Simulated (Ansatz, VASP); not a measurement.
Ti in VASP and in Ansatz

INCAR

```
SYSTEM = Ti
PREC = Accurate ; ENCUT = 500
EDIFF = 1E-6 ; ISMEAR = -1
SIGMA = 0.05 ; LREAL = .FALSE.
LASPH = .TRUE. ; NELM = 120
ALGO = Normal ; ISIF = 2
LWAVE = .FALSE. ; LCHARG = .FALSE.
GGA = CA ; NBANDS = 12
GGA_COMPAT = .FALSE.
```

KPOINTS

```
Automatic mesh
0
G
  15 15 15
  0 0 0
```

POSCAR

```
Ti
1.0
    0.0000000000      1.9885598007      1.9885598007
    1.9885598007      0.0000000000      1.9885598007
    1.9885598007      1.9885598007      0.0000000000
Ti
1
Direct
    0.0000000000      0.0000000000      0.0000000000
```

Input for Ansatz:

```yaml
crystal:
  lattice:
    - [0.0, 1.9885598007, 1.9885598007]
    - [1.9885598007, 0.0, 1.9885598007]
    - [1.9885598007, 1.9885598007, 0.0]
  atoms:
    - { symbol: Ti, position: [0.0, 0.0, 0.0] }
kpoints:
  mp_grid: { grid: [15, 15, 15] }
  band_path:
    path:
      - [0.0, 0.0, 0.0]
      - [0.5, 0.0, 0.5]
      - [0.625, 0.25, 0.625]
      - [0.375, 0.375, 0.75]
      - [0.0, 0.0, 0.0]
      - [0.5, 0.5, 0.5]
      - [0.5, 0.25, 0.75]
      - [0.5, 0.0, 0.5]
    npoints: 5
scf:
  occupations: { method: fermi_dirac, width: 0.05 }
hamiltonian:
  xc: lda
  pseudopotentials: { kind: all_electron, lapw: { basis_error: 0.00025 } }
output:
  forces: true
  stress: true
  eigenvalues: true
```

Change from the starting cell: volume scaled by 0.94.

Alike in both runs: task single point; functional LDA; k mesh 15 × 15 × 15; occupations fermi-dirac, width 0.05 eV; no spin polarisation.

|  | VASP | Ansatz |
| --- | --- | --- |
| version | VASP 6.6.1 | Ansatz 0.2.0 |
| potentials or method | VASP PAW LDA potentials, release 64 (Ti_sv), cutoff 500 eV | all-electron LAPW, scalar-relativistic |

Ansatz gave:

- pressure (GPa): 2.4

**Question.** What did VASP give for the same quantities?

**Answer.** Pressure (GPa): 2.2.

LDA's correlation is that of Perdew and Zunger in VASP and of Perdew and Wang (1992) in Ansatz. Ansatz ran all-electron here, and VASP with PAW potentials.
